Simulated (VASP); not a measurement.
GaMo:

```xyz
2
Lattice="3.3784 0.0000 0.0000 0.0000 3.3784 0.0000 0.0000 0.0000 3.3784" Properties=species:S:1:pos:R:3 pbc="T T T"
Ga    0.0000    0.0000    0.0000
Mo    1.6892    1.6892    1.6892
```

```yaml
Program: VASP 6.6.1
Task: relaxation of cell and atoms
Functional: PBE
Potentials_or_basis: VASP PAW PBE potentials, release 64 (Ga_d, Mo_sv)
Cutoff: 600 eV
k_mesh: 6 × 6 × 6
Occupations: gaussian, width 0.2 eV
Spin: no spin polarisation
```

At the start: pressure -23.9 GPa; volume 19.28 Å³/atom.

**Question.** Where does the relaxation end?

**Answer.** Over 4 steps the energy falls by 373.5 meV/atom and the volume is 15.29 Å³/atom (-20.7 %); space group Pm-3m (No. 221, to 0.05 Å).

The path:
```csv
step,energy change (eV),largest force (eV/Å),pressure (GPa),volume (Å³)
1,0.0000,0.0000,-23.89,38.56
2,0.1650,0.0000,60.92,24.64
3,-0.7455,0.0000,-1.69,30.80
4,-0.7470,0.0000,-0.50,30.58
```

Final structure:
```
Ga Mo
1.0
     3.12714    0.00000    0.00000
     0.00000    3.12714    0.00000
     0.00000    0.00000    3.12714
Ga Mo
1 1
Cartesian
  0.0000 0.0000 0.0000
  1.5636 1.5636 1.5636
```

Caveat: the volume moved by over 15 % at a fixed basis, so the end points are rough.
